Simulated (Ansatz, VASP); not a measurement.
**BP: VASP beside Ansatz**

```
B P
1.0
     0.00000    2.28403    2.28403
     2.28403    0.00000    2.28403
     2.28403    2.28403    0.00000
B P
1 1
Direct
  0.00000 0.00000 0.00000
  0.75000 0.75000 0.75000
```

Change from the starting cell: volume scaled by 1.02, crystal datasets.

Alike in both runs: task electric field gradients; functional PBE; k mesh 15 × 15 × 15; occupations fermi-dirac, width 0.05 eV; no spin polarisation.

```csv
,VASP,Ansatz
version,VASP 6.6.1,Ansatz 0.2.0
potentials or method,"VASP PAW PBE potentials, release 64 (B, P), cutoff 520 eV","all-electron PAW with datasets made for the crystal, scalar-relativistic"
```

|  | VASP | Ansatz | Ansatz less VASP |
| --- | --- | --- | --- |
| pressure (GPa) | -2.3 | -2.1 | +0.17 |

Ansatz ran all-electron here, and VASP with PAW potentials.
